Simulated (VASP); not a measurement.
# LiGa4Sb (Cmmm) in VASP: single point with PBE

Aim: the single point of LiGa4Sb with PBE.

Program: VASP 6.6.1. These are calculated values, not measurements. Logs are shortened: lines on timing, memory, paths and dates and some standing lists are left out, and cuts for length are marked.

## (1) The cell of the first run

The structure is orthorhombic, space group Cmmm (No. 65). The conventional cell has a = 4.676 Å, b = 7.459 Å, c = 6.730 Å, α = 90.00°, β = 90.00°, γ = 90.00°. Within 3.7 Å of Li (site symmetry mmm) lie 8 Ga at 2.84 to 3.58 Å. Within 2.3 Å of Ga (site symmetry mm2) lie 1 Sb at 1.75 Å. Within 3.3 Å of Ga (site symmetry m2m) lie 9 Ga at 2.46 to 3.17 Å and 3 Sb at 2.50 to 2.64 Å. Within 2.3 Å of Sb (site symmetry mmm) lie 2 Ga at 1.75 Å.

The cell was built from a structure type or drawn by symmetry, and may not be a known phase.

## (2) Single point, PBE

INCAR

```
PREC     = Accurate       # precision mode
ENCUT    = 750            # plane-wave cutoff, eV
EDIFF    = 1E-6           # SCF threshold, eV
ISMEAR   = 0              # smearing method
SIGMA    = 0.1            # smearing width, eV
LREAL    = False          # projectors in reciprocal space
LASPH    = True           # aspherical terms in the spheres
NELM     = 120            # most SCF steps
ALGO     = Normal         # electronic algorithm
ISIF     = 2              # what is computed and relaxed
LWAVE    = False          # write WAVECAR
LCHARG   = True           # write CHGCAR
GGA      = PE             # functional
LELF     = True           # ELF
LVHAR    = True         
NBANDS   = 44             # bands
GGA_COMPAT= False
```

KPOINTS

```
Automatic mesh
0
Gamma
  4 4 4
```

POSCAR

```
LiGa4Sb
1.0
    2.3380592800     -3.7295470500      0.0000000000
    2.3380592800      3.7295470500      0.0000000000
    0.0000000000      0.0000000000      6.7298782000
Li Ga Sb
1 4 1
Direct
    0.0000000000      0.0000000000      0.0000000000
    0.5000000000      0.5000000000      0.2399561100
    0.5000000000      0.5000000000      0.7600438900
    0.1651134300      0.8348865700      0.5000000000
    0.8348865700      0.1651134300      0.5000000000
    0.5000000000      0.5000000000      0.5000000000
```

Potentials or basis: VASP PAW PBE potentials, release 64 (Li_sv, Ga_d, Sb_d_GW).

The run is started by

```bash
$ cat potpaw_PBE.64/Li_sv/POTCAR potpaw_PBE.64/Ga_d/POTCAR potpaw_PBE.64/Sb_d_GW/POTCAR > POTCAR
$ mpirun -np 1 vasp_std > vasp.out
```

OUTCAR:

```text
PREC = Accurate
   ENCUT = 750
   EDIFF = 1E-6
   ISMEAR = 0
   LREAL = False
   LASPH = True
   NELM = 120
   ISIF = 2
   GGA = PE

 ion  position               nearest neighbor table
   1  0.000  0.000  0.000-
   2  0.500  0.500  0.240-   6 1.75
   3  0.500  0.500  0.760-   6 1.75
   4  0.165  0.835  0.500-   5 2.46   6 2.50   6 2.64   6 2.64   5 2.66   5 2.66
   5  0.835  0.165  0.500-   4 2.46   6 2.50   6 2.64   6 2.64   4 2.66   4 2.66
   6  0.500  0.500  0.500-   2 1.75   3 1.75   4 2.50   5 2.50   4 2.64   5 2.64   4 2.64   5 2.64

  LATTYP: Found a base centered orthorhombic cell.
 ALAT       =     4.6761185600
 B/A-ratio  =     1.5951464883
 C/A-ratio  =     1.4392017896

  Lattice vectors:

 A1 = (   2.3380592800,  -3.7295470500,   0.0000000000)
 A2 = (   2.3380592800,   3.7295470500,   0.0000000000)
 A3 = (   0.0000000000,   0.0000000000,   6.7298782000)

Analysis of symmetry for initial positions (statically):
=====================================================================
 Subroutine PRICEL returns:
 Original cell was already a primitive cell.

 Routine SETGRP: Setting up the symmetry group for a
 base centered orthorhombic supercell.

 Subroutine GETGRP returns: Found  8 space group operations
 (whereof  8 operations were pure point group operations)
 out of a pool of  8 trial point group operations.

The static configuration has the point symmetry D_2h.

Analysis of symmetry for dynamics (positions and initial velocities):
=====================================================================
 Subroutine PRICEL returns:
 Original cell was already a primitive cell.

 Routine SETGRP: Setting up the symmetry group for a
 base centered orthorhombic supercell.

 Subroutine GETGRP returns: Found  8 space group operations
 (whereof  8 operations were pure point group operations)
 out of a pool of  8 trial point group operations.

The dynamic configuration has the point symmetry D_2h.

 Subroutine INISYM returns: Found  8 space group operations
 (whereof  8 operations are pure point group operations),
 and found     1 'primitive' translations

----------------------------------------------------------------------------------------

                                     Primitive cell

  volume of cell :     117.3678

  direct lattice vectors                    reciprocal lattice vectors
     2.338059280 -3.729547050  0.000000000     0.213852576 -0.134064537  0.000000000
     2.338059280  3.729547050  0.000000000     0.213852576  0.134064537  0.000000000
     0.000000000  0.000000000  6.729878200     0.000000000  0.000000000  0.148591099

  length of vectors
     4.401822622  4.401822622  6.729878200     0.252400920  0.252400920  0.148591099

  position of ions in fractional coordinates (direct lattice)
     0.000000000  0.000000000  0.000000000
     0.500000000  0.500000000  0.239956110
     0.500000000  0.500000000  0.760043890
     0.165113430  0.834886570  0.500000000
     0.834886570  0.165113430  0.500000000
     0.500000000  0.500000000  0.500000000

  ion indices of the primitive-cell ions
   primitive index   ion index
                 1           1
                 2           2
                 3           3
                 4           4
                 5           5
                 6           6

----------------------------------------------------------------------------------------

 KPOINTS: Automatic mesh

Automatic generation of k-mesh.
 Grid dimensions read from file:
 generate k-points for:    4    4    4

 Generating k-lattice:

  Cartesian coordinates                     Fractional coordinates (reciprocal lattice)
     0.053463144 -0.033516134  0.000000000     0.250000000  0.000000000  0.000000000
     0.053463144  0.033516134  0.000000000     0.000000000  0.250000000  0.000000000
     0.000000000  0.000000000  0.037147775     0.000000000  0.000000000  0.250000000

  Length of vectors
     0.063100230  0.063100230  0.037147775

  Shift w.r.t. Gamma in fractional coordinates (k-lattice)
     0.000000000  0.000000000  0.000000000

 Subroutine IBZKPT returns following result:
 ===========================================

 Found     21 irreducible k-points:

 Following reciprocal coordinates:
            Coordinates               Weight
  0.000000  0.000000  0.000000      1.000000
  0.250000  0.000000  0.000000      4.000000
  0.500000  0.000000  0.000000      2.000000
  0.250000  0.250000  0.000000      2.000000
  0.500000  0.250000  0.000000      4.000000
 -0.250000  0.250000  0.000000      2.000000
[... 13 lines left out ...]
 -0.250000  0.250000  0.500000      2.000000
  0.500000  0.500000  0.500000      1.000000
   k-points           NKPTS =     21   k-points in BZ     NKDIM =     21   number of bands    NBANDS=     44
   number of dos      NEDOS =    301   number of ions     NIONS =      6
   total plane-waves  NPLWV =  96000
   dimension x,y,z NGX =    40 NGY =   40 NGZ =   60
   dimension x,y,z NGXF=    80 NGYF=   80 NGZF=  120
   ions per type =               1   4   1
   NGX,Y,Z   is equivalent  to a cutoff of  15.11, 15.11, 14.82 a.u.
   NGXF,Y,Z  is equivalent  to a cutoff of  30.21, 30.21, 29.64 a.u.
 SYSTEM =  unknown system
   PREC   = accura    normal or accurate (medium, high low for compatibility)
   ISTART =      0    job   : 0-new  1-cont  2-samecut
   ICHARG =      2    charge: 1-file 2-atom 10-const
   ISPIN  =      1    spin polarized calculation?
   LNONCOLLINEAR =      F non collinear calculations
   LSORBIT =      F    spin-orbit coupling
   LASPH  =      T    aspherical Exc in radial PAW
   ENCUT  =  750.0 eV  55.12 Ry    7.42 a.u.   9.83  9.83 15.03*2*pi/ulx,y,z
   NELM   =    120;   NELMIN=  2; NELMDL= -5     # of ELM steps
   EDIFF  = 0.1E-05   stopping-criterion for ELM
   LREAL  =      F    real-space projection
   EDIFFG = 0.1E-04   stopping-criterion for IOM
   NSW    =      0    number of steps for IOM
   IBRION =     -1    ionic relax: 0-MD 1-quasi-New 2-CG
   NFREE  =      0    steps in history (QN), initial steepest desc. (CG)
   ISIF   =      2    stress and relaxation
   ISYM   =      2    0-nonsym 1-usesym 2-fastsym
   POTIM  = 0.5000    time-step for ionic-motion
   TEBEG  =    0.0;   TEEND  =   0.0 temperature during run
   PSTRESS=    0.0 pullay stress
   NELECT =      70.0000    total number of electrons
   NUPDOWN=      -1.0000    fix difference up-down
   EMIN   =  10.00;   EMAX   =-10.00  energy-range for DOS
   EFERMI =   0.00;   METHOD = LEGACY
   ISMEAR =     0;   SIGMA  =   0.10  broadening in eV -4-tet -1-fermi 0-gaus
   EFERMI_NEDOS =   21; number of points for ismear=-14 and -15
   IALGO  =     38    algorithm
   IMIX   =      4    mixing-type and parameters
     AMIX     =   0.40;   BMIX     =  1.00
     AMIX_MAG =   1.60;   BMIX_MAG =  1.00
  volume/ion in A,a.u.               =      19.56       132.01
  Fermi-wavevector in a.u.,A,eV,Ry     =   1.378028  2.604095 25.836919  1.898960
  Thomas-Fermi vector in A             =   2.503127
   LORBIT       =      0    0 simple, 1 ext, 2 COOP (PROOUT), +10 PAW based schemes
   GGA     = PE    functional components
   LHFCALC =     F    Hartree Fock is set to
   AEXX    =    0.0000 exact exchange contribution
   IVDW    =     0    specifies the selected vdW correction
   LEPSILON=     F    determine dielectric tensor
   LRPA    =     F    only Hartree local field effects (RPA)
 non-spin polarized calculation
 Gauss-broadening in eV      SIGMA  =   0.10
  energy-cutoff  :      750.00
  volume of cell :      117.37
 maximum number of plane-waves:      5494
   NGX = 19   NGY = 19   NGZ = 31

 number of electron      69.9999998 magnetization

 Free energy of the ion-electron system (eV)
  ---------------------------------------------------
  ext. energy  EPLUGINS =         0.00000000
  ---------------------------------------------------
  free energy    TOTEN  =         5.41295944 eV

  energy without entropy =        5.42597022  energy(sigma->0) =        5.41946483

 E-fermi :   5.4489     XC(G=0): -10.0035

 val. band max:        5.4333083565   @ k =  -0.2500   0.2500   0.2500
 cond. band min:       5.5109355621   @ k =   0.5000   0.5000   0.2500
 fundamental gap:      0.0776272056
 Fermi energy:         5.4489022080

 k-point     1 :       0.0000    0.0000    0.0000
  band No.  band energies     occupation
      1     -41.5828      2.00000
      2     -27.8012      2.00000
      3     -26.6417      2.00000
      4     -26.6264      2.00000
      5     -25.7724      2.00000
      6     -25.7537      2.00000
[... 36 lines left out ...]
     43      10.1986      0.00000
     44      11.2283      0.00000

 k-point     2 :       0.2500    0.0000    0.0000
  band No.  band energies     occupation
      1     -41.5828      2.00000
      2     -27.8004      2.00000
      3     -26.6421      2.00000
      4     -26.6268      2.00000
      5     -25.7725      2.00000
      6     -25.7535      2.00000
[... 36 lines left out ...]
     43      10.1799      0.00000
     44      10.8633      0.00000

 k-point     3 :       0.5000    0.0000    0.0000
  band No.  band energies     occupation
      1     -41.5827      2.00000
      2     -27.7997      2.00000
      3     -26.6425      2.00000
      4     -26.6271      2.00000
      5     -25.7729      2.00000
      6     -25.7532      2.00000
[... 36 lines left out ...]
     43      11.0193      0.00000
     44      11.2494      0.00000

 k-point     4 :       0.2500    0.2500    0.0000
  band No.  band energies     occupation
      1     -41.5827      2.00000
      2     -27.7997      2.00000
      3     -26.6425      2.00000
      4     -26.6271      2.00000
      5     -25.7725      2.00000
      6     -25.7536      2.00000
[... 741 lines left out ...]
     43      10.6946      0.00000
     44      11.2801      0.00000

 k-point    20 :      -0.2500    0.2500    0.5000
  band No.  band energies     occupation
      1     -41.5828      2.00000
      2     -27.7997      2.00000
      3     -26.6425      2.00000
      4     -26.6268      2.00000
      5     -25.7741      2.00000
      6     -25.7514      2.00000
[... 36 lines left out ...]
     43      10.3938      0.00000
     44      11.5121      0.00000

 k-point    21 :       0.5000    0.5000    0.5000
  band No.  band energies     occupation
      1     -41.5827      2.00000
      2     -27.7988      2.00000
      3     -26.6432      2.00000
      4     -26.6271      2.00000
      5     -25.7760      2.00000
      6     -25.7490      2.00000
[... 36 lines left out ...]
     43      11.0763      0.00000
     44      11.1817      0.00000

------------------------ aborting loop because EDIFF is reached ----------------------------------------

  FORCE on cell =-STRESS in cart. coord.  units (eV):
  Direction    XX          YY          ZZ          XY          YZ          ZX
  --------------------------------------------------------------------------------------
  -------------------------------------------------------------------------------------
  Total       21.1835015     24.6694876    125.3834380      0.0000000      0.0000000      0.0000000
  in kB      289.1741863    336.7610876   1711.5986997      0.0000000      0.0000000      0.0000000
  external PRESSURE =     779.1779912 kB  Pullay stress =       0.0000000 kB

 VOLUME and BASIS-vectors are now :
 -----------------------------------------------------------------------------
  energy-cutoff  :      750.00
  volume of cell :      117.37
      direct lattice vectors                 reciprocal lattice vectors
     2.338059280 -3.729547050  0.000000000     0.213852576 -0.134064537  0.000000000
     2.338059280  3.729547050  0.000000000     0.213852576  0.134064537  0.000000000
     0.000000000  0.000000000  6.729878200     0.000000000  0.000000000  0.148591099

 POSITION                                       TOTAL-FORCE (eV/Angst)
 -----------------------------------------------------------------------------------
      0.00000      0.00000      0.00000         0.000000     -0.000000      0.000000
      2.33806      0.00000      1.61488        -0.000000     -0.000000    -36.767488
      2.33806      0.00000      5.11500        -0.000000     -0.000000     36.767488
      2.33806      2.49795      3.36494         0.000000      0.819536      0.000000
      2.33806     -2.49795      3.36494         0.000000     -0.819536      0.000000
      2.33806      0.00000      3.36494         0.000000     -0.000000      0.000000
 -----------------------------------------------------------------------------------
    total drift:                               -0.000000     -0.000000      0.000000

  FREE ENERGIE OF THE ION-ELECTRON SYSTEM (eV)
  ---------------------------------------------------
  free  energy   TOTEN  =         5.4129594403 eV

  energy  without entropy=        5.4259702245  energy(sigma->0) =        5.41946483
```

Run time: 2.4 min. Hardware: 1 thread of Intel Xeon Platinum 8488C (Sapphire Rapids), shared host; peak memory 0.42 GiB.

Results:

```yaml
Free_energy: 5.4130 eV
Pressure: 77.9 GPa
Largest_force: 36.767 eV/Å
Band_gap_on_the_k_mesh: zero (bands 35 and 36 overlap by 1.70 eV)
```

Forces in eV/Å, atoms in the order of the input:
```
Li    0.000   0.000   0.000
Ga    0.000   0.000 -36.767
Ga    0.000   0.000  36.767
Ga    0.000   0.820   0.000
Ga    0.000  -0.820   0.000
Sb    0.000   0.000   0.000
```

Stress tensor (GPa, compression positive):
```
 28.92   0.00   0.00
  0.00  33.68   0.00
  0.00   0.00 171.16
```

Levels at points of the mesh, in eV from the Fermi level:
```csv
k point,band 32,band 33,band 34,band 35,band 36,band 37,band 38,band 39
"(0.00, 0.00, 0.00)",-4.66,-1.91,-1.45,-0.94,0.40,1.22,1.47,1.65
"(0.50, 0.00, 0.00)",-4.14,-3.25,-0.69,0.78,1.55,2.07,2.14,2.93
"(0.50, 0.50, 0.00)",-4.16,-2.82,-0.64,0.25,0.39,1.02,2.17,3.34
"(0.00, 0.00, 0.50)",-2.98,-2.55,-1.90,-1.38,-0.91,0.19,0.65,1.10
"(0.50, 0.00, 0.50)",-3.64,-2.41,-1.56,0.25,0.86,1.15,2.45,2.76
"(0.50, 0.50, 0.50)",-3.41,-2.04,-1.65,-0.78,0.51,1.70,2.50,3.08
```

Caveat: the k points lie up to 0.40 Å⁻¹ apart, too coarse for converged energies and pressures of a metal; atoms lie so close that the PAW spheres overlap strongly, which falsifies energies and pressures; spin-orbit coupling is left out, which moves the levels of the heavy elements; forces of over 1 eV/Å act on the atoms, so gaps and moduli don't describe the material at rest.
